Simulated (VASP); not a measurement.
Write the native input for VASP 6.6.1 that does the following.

```yaml
Task: single point
Functional: PBE
Potentials_or_basis: VASP PAW PBE potentials, release 64 (C, Si)
Cutoff: 520 eV
k_mesh: 2 × 2 × 1
Occupations: fermi-dirac, width 0.02 eV
Spin: collinear spin
Starting_moments: "[0.0, 0.0, 0.0, 0.0, 0.0, 0.0, 0.0, 0.0, 0.0, 0.0, 0.0, 0.0, 0.0, 0.0, 0.0, 0.0, 0.0, 0.0, 0.22] μB"
Dipole_correction: no
Further_INCAR_settings: LREAL = Auto; ALGO = Normal; EDIFF = 1e-06; NBANDS = 57
```

The structure of SiC18 lies in POSCAR:

```
SiC18
1.0
    7.3980000000      0.0000000000      0.0000000000
   -3.6990000000      6.4068560000      0.0000000000
    0.0000000000      0.0000000000     11.0000000000
C Si
18 1
Direct
    0.0062361895      0.0038305840      0.0912856364
    0.2273231916      0.1131570617      0.0860702727
    0.0041822142      0.3336639687      0.0898652727
    0.2264537834      0.4455358447      0.0892690909
    0.0050427867      0.6665954409      0.0959886364
    0.2290696691      0.7806310927      0.0923277273
    0.3385420418      0.0018080631      0.0865832727
    0.5601307683      0.1117343671      0.0859670909
    0.3373896513      0.3347195567      0.0859290000
    0.5589943840      0.4446567864      0.0865547273
    0.3383059435      0.6677432738      0.0909323636
    0.5591605526      0.7786674150      0.0909206364
    0.6710537022      0.0008924814      0.0892813636
    0.8933046029      0.1127706007      0.0898817273
    0.6702188558      0.3333120020      0.0860862727
    0.8912993820      0.4426295831      0.0912497273
    0.6683947722      0.6658044133      0.0922633636
    0.8924013470      0.7797962058      0.0959813636
    0.9492600410      0.7238247590      0.2790170909
```

These files were run (other wordings do the same):

INCAR

```
SYSTEM = SiC18
ALGO = Normal
EDIFF = 1E-6
ENCUT = 520
GGA = PE
ISIF = 2
ISMEAR = -1
ISPIN = 2
LASPH = .TRUE.
LCHARG = .TRUE.
LELF = .TRUE.
LORBIT = 11
LREAL = Auto
LVHAR = .TRUE.
LWAVE = .FALSE.
MAGMOM = 0 0 0 0 0 0 0 0 0 0 0 0 0 0 0 0 0 0 0.22
NBANDS = 57
NELM = 150
PREC = Accurate
SIGMA = 0.02
```

KPOINTS

```
k-points
0
G
  2 2 1
  0 0 0
```

Potentials or basis: VASP PAW PBE potentials, release 64 (C, Si).

The run is started by

```bash
$ cat potpaw_PBE.64/C/POTCAR potpaw_PBE.64/Si/POTCAR > POTCAR
$ mpirun -np 1 vasp_std > vasp.out
```

Results of the run:

* Largest force: 0.428 eV/Å
* Band gap on the k mesh: zero (filled and empty bands overlap)
* Net moment: 0.00 μB per cell
* Valence electrons inside the program's atomic spheres: C 2.64, 2.66, 2.65 (each value once); Si 1.53

Caveat: the k points lie up to 0.49 Å⁻¹ apart; there is no dipole correction, which matters where the two faces differ.

It took 6.6 min on 1 thread of Intel(R) Xeon(R) Platinum 8488C (Sapphire Rapids), on a shared host, peak memory 0.81 GiB.
